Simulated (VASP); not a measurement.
# Ta4NiO11 (P2/m) in VASP: single point with PBE

Aim: the single point of Ta4NiO11 with PBE.

All numbers are computed with VASP 6.6.1; they aren't measurements. Logs are shortened: lines on timing, memory, paths and dates and some standing lists are left out, and cuts for length are marked.

## (1) The cell of the first run

Symmetry: P2/m, No. 10, monoclinic system. The conventional cell has a = 5.814 Å, b = 3.056 Å, c = 10.171 Å, α = 90.00°, β = 97.43°, γ = 90.00°. Ta (site symmetry m) has 5 O at 1.73 to 2.14 Å within 2.3 Å. Ta (site symmetry m) has 9 O at 2.06 to 2.49 Å within 2.7 Å. Ni (site symmetry 2/m) has 6 O at 1.83 to 1.98 Å within 2.4 Å. Within 2.5 Å of O (site symmetry m) lie 1 Ni at 1.83 Å and 2 Ta at 2.06 Å and 6 O at 2.43 to 2.49 Å. O (site symmetry 2/m) has 4 Ta at 2.17 Å and 10 O at 2.34 to 3.06 Å and 2 Ni at 2.91 Å within 3.1 Å. Within 3.1 Å of O (site symmetry 2/m) lie 4 Ta at 2.09 Å and 10 O at 2.56 to 3.06 Å. O (site symmetry m) has 4 Ta at 2.11 to 2.81 Å and 5 O at 2.47 to 2.84 Å within 2.9 Å. Within 2.3 Å of O (site symmetry m) lie 1 Ta at 1.73 Å.

## (2) Single point, PBE, collinear spin, ferromagnetic start

File INCAR:

```
SYSTEM = Ta4NiO11
PREC = Accurate ; ENCUT = 520
EDIFF = 1E-7 ; ISMEAR = 0
SIGMA = 0.15 ; LREAL = Auto
LASPH = .TRUE. ; NELM = 150
ALGO = Normal ; ISIF = 2
LWAVE = .FALSE. ; LCHARG = .TRUE.
ISPIN = 2 ; MAGMOM = 0 0 0 0 2 0 0 0 0 0 0 0 0 0 0 0
LORBIT = 11 ; LMAXMIX = 4
GGA = PE ; LELF = .TRUE.
LVHAR = .TRUE. ; NBANDS = 78
```

File KPOINTS:

```
regular mesh
0
G
  3 3 2
  0 0 0
```

File POSCAR:

```
Ta4NiO11
1.0
    5.7962493569      0.0000000000      0.4595824300
    0.0000000000      3.0562036829      0.0000000000
    0.5140911242      0.0000000000     10.1582681096
Ta Ni O
4 1 11
Direct
    0.7589544250      0.5000000000      0.9879702390
    0.9376218255      0.5000000000      0.3578689925
    0.0623781745      0.5000000000      0.6421310075
    0.2410455750      0.5000000000      0.0120297610
    0.5000000000      0.0000000000      0.5000000000
    0.2964999367      0.0000000000      0.6530100870
    0.7035000633      0.0000000000      0.3469899130
    0.0000000000      0.0000000000      0.5000000000
    0.0000000000      0.0000000000      0.0000000000
    0.8880932915      0.0000000000      0.7579446169
    0.1119067085      0.0000000000      0.2420553831
    0.2545738835      0.5000000000      0.8407819175
    0.3048643341      0.5000000000      0.4590164171
    0.6951356659      0.5000000000      0.5409835829
    0.7454261165      0.5000000000      0.1592180825
    0.5000000000      0.0000000000      0.0000000000
```

Potentials or basis: VASP PAW PBE potentials, release 64 (Ta_pv, Ni, O).

Started as:

```sh
$ cat potpaw_PBE.64/Ta_pv/POTCAR potpaw_PBE.64/Ni/POTCAR potpaw_PBE.64/O/POTCAR > POTCAR
$ mpirun -np 1 vasp_std > vasp.out
```

OUTCAR:

```text
SYSTEM = Ta4NiO11
   PREC = Accurate
   ENCUT = 520
   EDIFF = 1E-7
   ISMEAR = 0
   LREAL = Auto
   LASPH = .TRUE.
   NELM = 150
   ISIF = 2
   ISPIN = 2
   LORBIT = 11
   GGA = PE

 ion  position               nearest neighbor table
   1  0.759  0.500  0.988-  15 1.73   9 2.09   9 2.09  16 2.14  16 2.14   4 2.85   4 2.99
   2  0.938  0.500  0.358-   7 2.06   7 2.06  11 2.11  11 2.11   8 2.17   8 2.17  14 2.19  15 2.43
                            13 2.49   3 3.07   5 3.15   5 3.15
   3  0.062  0.500  0.642-   6 2.06   6 2.06  10 2.11  10 2.11   8 2.17   8 2.17  13 2.19  12 2.43
                            14 2.49   2 3.07   5 3.15   5 3.15
   4  0.241  0.500  0.012-  12 1.73   9 2.09   9 2.09  16 2.14  16 2.14   1 2.85   1 2.99
   5  0.500  0.000  0.500-   6 1.83   7 1.83  13 1.98  14 1.98  13 1.98  14 1.98   2 3.15   3 3.15
                             2 3.15   3 3.15
   6  0.296  0.000  0.653-   5 1.83   3 2.06   3 2.06
   7  0.704  0.000  0.347-   5 1.83   2 2.06   2 2.06
   8  0.000  0.000  0.500-   2 2.17   3 2.17   2 2.17   3 2.17
   9  0.000  0.000  0.000-   1 2.09   4 2.09   1 2.09   4 2.09
  10  0.888  0.000  0.758-   3 2.11   3 2.11
  11  0.112  0.000  0.242-   2 2.11   2 2.11
  12  0.255  0.500  0.841-   4 1.73   3 2.43
  13  0.305  0.500  0.459-   5 1.98   5 1.98   3 2.19   2 2.49
  14  0.695  0.500  0.541-   5 1.98   5 1.98   2 2.19   3 2.49
  15  0.745  0.500  0.159-   1 1.73   2 2.43
  16  0.500  0.000  0.000-   1 2.14   4 2.14   1 2.14   4 2.14

  LATTYP: Found a simple monoclinic cell.
 ALAT       =     5.8144408688
 B/A-ratio  =     0.5256229708
 C/A-ratio  =     1.7493115193
 COS(beta)  =    -0.1293258544

  Lattice vectors:

 A1 = (   5.7962493569,   0.0000000000,   0.4595824300)
 A2 = (   0.0000000000,  -3.0562036829,   0.0000000000)
 A3 = (  -0.5140911242,   0.0000000000, -10.1582681096)

Analysis of symmetry for initial positions (statically):
=====================================================================
 Subroutine PRICEL returns:
 Original cell was already a primitive cell.

 Routine SETGRP: Setting up the symmetry group for a
 simple monoclinic supercell.

 Subroutine GETGRP returns: Found  4 space group operations
 (whereof  4 operations were pure point group operations)
 out of a pool of  4 trial point group operations.

The static configuration has the point symmetry C_2h.

Analysis of symmetry for dynamics (positions and initial velocities):
=====================================================================
 Subroutine PRICEL returns:
 Original cell was already a primitive cell.

 Routine SETGRP: Setting up the symmetry group for a
 simple monoclinic supercell.

 Subroutine GETGRP returns: Found  4 space group operations
 (whereof  4 operations were pure point group operations)
 out of a pool of  4 trial point group operations.

The dynamic configuration has the point symmetry C_2h.

Analysis of structural, dynamic, and magnetic symmetry:
=====================================================================
 Subroutine PRICEL returns:
 Original cell was already a primitive cell.

 Routine SETGRP: Setting up the symmetry group for a
 simple monoclinic supercell.

 Subroutine GETGRP returns: Found  4 space group operations
 (whereof  4 operations were pure point group operations)
 out of a pool of  4 trial point group operations.

The overall configuration has the point symmetry C_2h.

 Subroutine INISYM returns: Found  4 space group operations
 (whereof  4 operations are pure point group operations),
 and found     1 'primitive' translations

----------------------------------------------------------------------------------------

                                     Primitive cell

  volume of cell :     179.2267

  direct lattice vectors                    reciprocal lattice vectors
     5.796249357  0.000000000  0.459582430     0.173220441  0.000000000 -0.008766365
     0.000000000  3.056203683  0.000000000     0.000000000  0.327203323  0.000000000
     0.514091124  0.000000000 10.158268110    -0.007836874  0.000000000  0.098838587

  length of vectors
     5.814440869  3.056203683 10.171268390     0.173442124  0.327203323  0.099148792

  position of ions in fractional coordinates (direct lattice)
     0.758954425  0.500000000  0.987970239
     0.937621826  0.500000000  0.357868993
     0.062378174  0.500000000  0.642131007
     0.241045575  0.500000000  0.012029761
     0.500000000  0.000000000  0.500000000
     0.296499937  0.000000000  0.653010087
[... 76 lines left out ...]
   ISTART =      0    job   : 0-new  1-cont  2-samecut
   ICHARG =      2    charge: 1-file 2-atom 10-const
   ISPIN  =      2    spin polarized calculation?
   LNONCOLLINEAR =      F non collinear calculations
   LSORBIT =      F    spin-orbit coupling
   LASPH  =      T    aspherical Exc in radial PAW
   ENCUT  =  520.0 eV  38.22 Ry    6.18 a.u.  10.81  5.68 18.91*2*pi/ulx,y,z
   NELM   =    150;   NELMIN=  2; NELMDL= -5     # of ELM steps
   EDIFF  = 0.1E-06   stopping-criterion for ELM
   LREAL  =      T    real-space projection
   EDIFFG = 0.1E-05   stopping-criterion for IOM
   NSW    =      0    number of steps for IOM
   IBRION =     -1    ionic relax: 0-MD 1-quasi-New 2-CG
   NFREE  =      0    steps in history (QN), initial steepest desc. (CG)
   ISIF   =      2    stress and relaxation
   ISYM   =      2    0-nonsym 1-usesym 2-fastsym
   POTIM  = 0.5000    time-step for ionic-motion
   TEBEG  =    0.0;   TEEND  =   0.0 temperature during run
   PSTRESS=    0.0 pullay stress
   NELECT =     120.0000    total number of electrons
   NUPDOWN=      -1.0000    fix difference up-down
   EMIN   =  10.00;   EMAX   =-10.00  energy-range for DOS
   EFERMI =   0.00;   METHOD = LEGACY
   ISMEAR =     0;   SIGMA  =   0.15  broadening in eV -4-tet -1-fermi 0-gaus
   EFERMI_NEDOS =   21; number of points for ismear=-14 and -15
   IALGO  =     38    algorithm
   IMIX   =      4    mixing-type and parameters
     AMIX     =   0.40;   BMIX     =  1.00
     AMIX_MAG =   1.60;   BMIX_MAG =  1.00
  volume/ion in A,a.u.               =      11.20        75.59
  Fermi-wavevector in a.u.,A,eV,Ry     =   1.432191  2.706449 27.907880  2.051171
  Thomas-Fermi vector in A             =   2.551846
   LORBIT       =     11    0 simple, 1 ext, 2 COOP (PROOUT), +10 PAW based schemes
   GGA     = PE    functional components
   LHFCALC =     F    Hartree Fock is set to
   AEXX    =    0.0000 exact exchange contribution
   IVDW    =     0    specifies the selected vdW correction
   LEPSILON=     F    determine dielectric tensor
   LRPA    =     F    only Hartree local field effects (RPA)
 spin polarized calculation
 Gauss-broadening in eV      SIGMA  =   0.15
  energy-cutoff  :      520.00
  volume of cell :      179.23
 maximum number of plane-waves:      4844
 NGX is ok and might be reduce to    48
   NGX = 21   NGY = 11   NGZ = 37

 number of electron     120.0000025 magnetization       0.0100355

 number of electron     120.0000025 magnetization      -0.0000003

 Free energy of the ion-electron system (eV)
  ---------------------------------------------------
  ext. energy  EPLUGINS =         0.00000000
  ---------------------------------------------------
  free energy    TOTEN  =      -137.92566189 eV

  energy without entropy =     -137.85272157  energy(sigma->0) =     -137.88919173

 E-fermi :   5.0792     XC(G=0): -11.3280

 val. band max:        5.0359391626   @ k =   0.3333   0.3333   0.5000
 cond. band min:       5.1285683787   @ k =   0.3333   0.3333   0.5000
 fundamental gap:      0.0926292161
 Fermi energy:         5.0791983288

 spin component 1

 k-point     1 :       0.0000    0.0000    0.0000
  band No.  band energies     occupation
      1     -32.1912      1.00000
      2     -32.0462      1.00000
      3     -31.9557      1.00000
      4     -31.8006      1.00000
      5     -31.5670      1.00000
      6     -31.5073      1.00000
[... 589 lines left out ...]
     71       8.0319      0.00000
     72       8.3816      0.00000
 Fermi energy:         5.0791983288

 spin component 2

 k-point     1 :       0.0000    0.0000    0.0000
  band No.  band energies     occupation
      1     -32.1912      1.00000
      2     -32.0462      1.00000
      3     -31.9557      1.00000
      4     -31.8006      1.00000
      5     -31.5670      1.00000
      6     -31.5073      1.00000
[... 589 lines left out ...]
     71       8.0319      0.00000
     72       8.3816      0.00000
 [bands above 72 left out]

------------------------ aborting loop because EDIFF is reached ----------------------------------------

  FORCE on cell =-STRESS in cart. coord.  units (eV):
  Direction    XX          YY          ZZ          XY          YZ          ZX
  --------------------------------------------------------------------------------------
  -------------------------------------------------------------------------------------
  Total        0.6496085      0.6829872      2.4185805      0.0000000      0.0000000     -0.0800152
  in kB        5.8071018      6.1054875     21.6206275      0.0000000      0.0000000     -0.7152869
  external PRESSURE =      11.1777390 kB  Pullay stress =       0.0000000 kB

 VOLUME and BASIS-vectors are now :
 -----------------------------------------------------------------------------
  energy-cutoff  :      520.00
  volume of cell :      179.23
      direct lattice vectors                 reciprocal lattice vectors
     5.796249357  0.000000000  0.459582430     0.173220441  0.000000000 -0.008766365
     0.000000000  3.056203683  0.000000000     0.000000000  0.327203323  0.000000000
     0.514091124  0.000000000 10.158268110    -0.007836874  0.000000000  0.098838587

 POSITION                                       TOTAL-FORCE (eV/Angst)
 -----------------------------------------------------------------------------------
      4.90700      1.52810     10.38487        -0.066906      0.000000     -0.456283
      5.61867      1.52810      4.06624         0.067513      0.000000     -0.124759
      0.69167      1.52810      6.55161        -0.067513      0.000000      0.124759
      1.40334      1.52810      0.23298         0.066906     -0.000000      0.456283
      3.15517      0.00000      5.30893         0.000000      0.000000     -0.000000
      2.05429      0.00000      6.76972         0.017672      0.000000      0.109063
[... 8 lines left out ...]
      4.40253      1.52810      1.95996        -0.045292      0.000000      0.479458
      2.89812      0.00000      0.22979         0.000000      0.000000     -0.000000
 -----------------------------------------------------------------------------------
    total drift:                                0.000000     -0.000000      0.000000

  FREE ENERGIE OF THE ION-ELECTRON SYSTEM (eV)
  ---------------------------------------------------
  free  energy   TOTEN  =      -137.9256618856 eV

  energy  without entropy=     -137.8527215657  energy(sigma->0) =     -137.88919173

 total charge

# of ion       s       p       d       tot
------------------------------------------
    1        0.317   6.231   2.461   9.010
    2        0.297   6.257   2.012   8.566
    3        0.297   6.257   2.012   8.566
    4        0.317   6.231   2.461   9.010
    5        0.445   0.662   8.221   9.328
    6        1.580   3.474   0.000   5.053
[... 8 lines left out ...]
   15        1.601   3.433   0.000   5.035
   16        1.550   3.531   0.000   5.081
--------------------------------------------------
tot         19.003  63.652  17.169  99.823

 magnetization (x)

# of ion       s       p       d       tot
------------------------------------------
    1       -0.000   0.000   0.000   0.000
    2       -0.000  -0.000  -0.000  -0.000
    3       -0.000  -0.000  -0.000  -0.000
    4       -0.000   0.000   0.000   0.000
    5       -0.000  -0.000  -0.000  -0.000
    6       -0.000   0.000   0.000   0.000
[... 8 lines left out ...]
   15        0.000   0.000   0.000   0.000
   16        0.000   0.000   0.000   0.000
--------------------------------------------------
tot         -0.000   0.000  -0.000  -0.000
```

Wall time 40 min (1 thread of Oxide Virtual Turin-like, shared host); peak memory 0.42 GiB.

Results:

```
Free energy                                           : -137.9257 eV
Pressure                                              : 1.1 GPa
Largest force                                         : 0.482 eV/Å
Net moment                                            : 0.00 μB per cell
Valence electrons inside the program's atomic spheres : Ta 9.01, 8.57 (each value once); Ni 9.33; O 5.05, 5.09, 5.13, 4.99, 5.04, 4.95, 5.08 (each value once)
```

Forces on the atoms (eV/Å):
```
Ta  -0.067  0.000 -0.456
Ta   0.068  0.000 -0.125
Ta  -0.068  0.000  0.125
Ta   0.067  0.000  0.456
Ni   0.000  0.000  0.000
O    0.018  0.000  0.109
O   -0.018  0.000 -0.109
O    0.000  0.000  0.000
O    0.000  0.000  0.000
O   -0.006  0.000  0.061
O    0.006  0.000 -0.061
O    0.045  0.000 -0.479
O   -0.037  0.000  0.039
O    0.037  0.000 -0.039
O   -0.045  0.000  0.479
O    0.000  0.000  0.000
```

Stress tensor (GPa, compression positive):
```
 0.58  0.00 -0.07
 0.00  0.61  0.00
-0.07  0.00  2.16
```

Levels at points of the mesh, in eV from the Fermi level:
Spin up:
| k point | band 56 | band 57 | band 58 | band 59 | band 60 | band 61 | band 62 | band 63 | band 64 | band 65 |
| --- | --- | --- | --- | --- | --- | --- | --- | --- | --- | --- |
| (0.00, 0.00, 0.00) | -2.20 | -2.10 | -1.99 | -1.44 | -1.21 | 0.24 | 0.53 | 1.31 | 1.37 | 1.55 |
| (0.00, 0.00, 0.50) | -2.17 | -2.11 | -1.98 | -1.51 | -1.17 | 0.32 | 0.54 | 1.23 | 1.37 | 1.44 |
Spin down:
```tsv
k point	band 58	band 59	band 60	band 61	band 62	band 63
(0.00, 0.00, 0.00)	-1.99	-1.44	-1.21	0.24	0.53	1.31
(0.00, 0.00, 0.50)	-1.98	-1.51	-1.17	0.32	0.54	1.23
```

Caveat: the k points lie up to 0.69 Å⁻¹ apart; spin-orbit coupling is left out, which moves the levels of the heavy elements; semilocal functionals often make such compounds metallic where correlation or magnetic order opens a gap, which also shifts bond lengths.
